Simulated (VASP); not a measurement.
Set up this calculation in VASP 6.6.1, as the native input.

```yaml
Task: electric field gradients
Functional: PBEsol
Potentials_or_basis: VASP PAW PBE potentials, release 64 (Nb_sv)
Cutoff: 520 eV
k_mesh: 13 × 13 × 13
Occupations: fermi-dirac, width 0.08 eV
Spin: no spin polarisation
Dipole_correction: no
Further_INCAR_settings: ALGO = Normal; EDIFF = 1e-08; NBANDS = 12
```

The structure of Nb lies in POSCAR:

```
Nb
1.0
    0.0000000000      2.1150000000      2.1150000000
    2.1150000000      0.0000000000      2.1150000000
    2.1150000000      2.1150000000      0.0000000000
Nb
1
Direct
    0.0000000000      0.0000000000      0.0000000000
```

One way to write it, as run:

INCAR

```
SYSTEM = Nb
ALGO = Normal ; EDIFF = 1E-8
ENCUT = 520 ; GGA = PS
ISIF = 2 ; ISMEAR = -1
LASPH = .True. ; LCHARG = .False.
LEFG = .True. ; LREAL = .False.
LWAVE = .False. ; NBANDS = 12
NELM = 80 ; PREC = Accurate
SIGMA = 0.08
```

KPOINTS

```
k-points
0
Gamma
  13 13 13
  0 0 0
```

Potentials or basis: VASP PAW PBE potentials, release 64 (Nb_sv).

Launch:

```bash
$ cat potpaw_PBE.64/Nb_sv/POTCAR > POTCAR
$ mpirun -np 1 vasp_std > vasp.out
```

It gave:

| Item | Value |
| --- | --- |
| Pressure | -6.9 GPa |

Caveat: without QUAD_EFG the Cq values of the log hold for a quadrupole moment of 1 mb, not for the nuclei; the PAW data sets were made with another functional, which shifts forces and pressure a little.

It took 13 s on 1 thread of Intel Xeon 6975P-C (shared host), peak memory 0.15 GiB.
